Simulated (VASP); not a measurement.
Here is a VASP 6.6.1 calculation.

File POSCAR:

```
CaSe
1.0
    0.0000000000      2.9560000000      2.9560000000
    2.9560000000      0.0000000000      2.9560000000
    2.9560000000      2.9560000000      0.0000000000
Se Ca
1 1
Direct
    0.5000000000      0.5000000000      0.5000000000
    0.0000000000      0.0000000000      0.0000000000
```

File INCAR.step1:

```
ALGO     = Normal         # electronic algorithm
EDIFF    = 1E-7           # SCF threshold, eV
EFERMI   = MIDGAP       
ENCUT    = 520            # plane-wave cutoff, eV
GGA      = PS             # functional
GGA_COMPAT= False        
ISMEAR   = 0              # smearing method
LASPH    = True           # aspherical terms in the spheres
LCHARG   = True           # write CHGCAR
LORBIT   = 11             # projections on sites
LREAL    = False          # projectors in reciprocal space
LSORBIT  = True           # spin-orbit coupling
LWAVE    = False          # write WAVECAR
MAGMOM   = 0 0 0 0 0 0    # initial moments
NBANDS   = 40             # bands
NELM     = 200            # most SCF steps
PREC     = Accurate       # precision mode
SIGMA    = 0.03           # smearing width, eV
```

File KPOINTS.step1:

```
Automatic mesh
0
Gamma
  10 10 10
  0 0 0
```

Contents of INCAR.step2:

```
ALGO     = Normal         # electronic algorithm
EDIFF    = 1E-7           # SCF threshold, eV
EFERMI   = MIDGAP       
ENCUT    = 520            # plane-wave cutoff, eV
GGA      = PS             # functional
GGA_COMPAT= False        
ICHARG   = 11             # starting density
ISMEAR   = 0              # smearing method
LASPH    = True           # aspherical terms in the spheres
LCHARG   = False          # write CHGCAR
LORBIT   = 11             # projections on sites
LREAL    = False          # projectors in reciprocal space
LSORBIT  = True           # spin-orbit coupling
LWAVE    = False          # write WAVECAR
MAGMOM   = 0 0 0 0 0 0    # initial moments
NBANDS   = 40             # bands
NELM     = 200            # most SCF steps
PREC     = Accurate       # precision mode
SIGMA    = 0.03           # smearing width, eV
```

File KPOINTS.step2:

```
path GXWKGLUWLK,UX
32
line-mode
reciprocal
 0.0000000000  0.0000000000  0.0000000000  G
 0.5000000000  0.0000000000  0.5000000000  X

 0.5000000000  0.0000000000  0.5000000000  X
 0.5000000000  0.2500000000  0.7500000000  W

 0.5000000000  0.2500000000  0.7500000000  W
 0.3750000000  0.3750000000  0.7500000000  K

 0.3750000000  0.3750000000  0.7500000000  K
 0.0000000000  0.0000000000  0.0000000000  G

 0.0000000000  0.0000000000  0.0000000000  G
 0.5000000000  0.5000000000  0.5000000000  L

 0.5000000000  0.5000000000  0.5000000000  L
 0.6250000000  0.2500000000  0.6250000000  U

 0.6250000000  0.2500000000  0.6250000000  U
 0.5000000000  0.2500000000  0.7500000000  W

 0.5000000000  0.2500000000  0.7500000000  W
 0.5000000000  0.5000000000  0.5000000000  L

 0.5000000000  0.5000000000  0.5000000000  L
 0.3750000000  0.3750000000  0.7500000000  K

 0.6250000000  0.2500000000  0.6250000000  U
 0.5000000000  0.0000000000  0.5000000000  X
```

Potentials or basis: VASP PAW PBE potentials, release 64 (Se, Ca_sv).

Run with:

```sh
$ cat potpaw_PBE.64/Se/POTCAR potpaw_PBE.64/Ca_sv/POTCAR > POTCAR
$ cp INCAR.step1 INCAR
$ cp KPOINTS.step1 KPOINTS
$ mpirun -np 1 vasp_ncl > vasp.out
$ cp INCAR.step2 INCAR
$ cp KPOINTS.step2 KPOINTS
$ mpirun -np 1 vasp_ncl > vasp.out
```

(1) What does it give for the net moment?

Results:

(1) 0.00 μB per cell.

Caveat: the log is that of the step along the path at fixed density, whose energy, stress, charges and moments have no meaning.
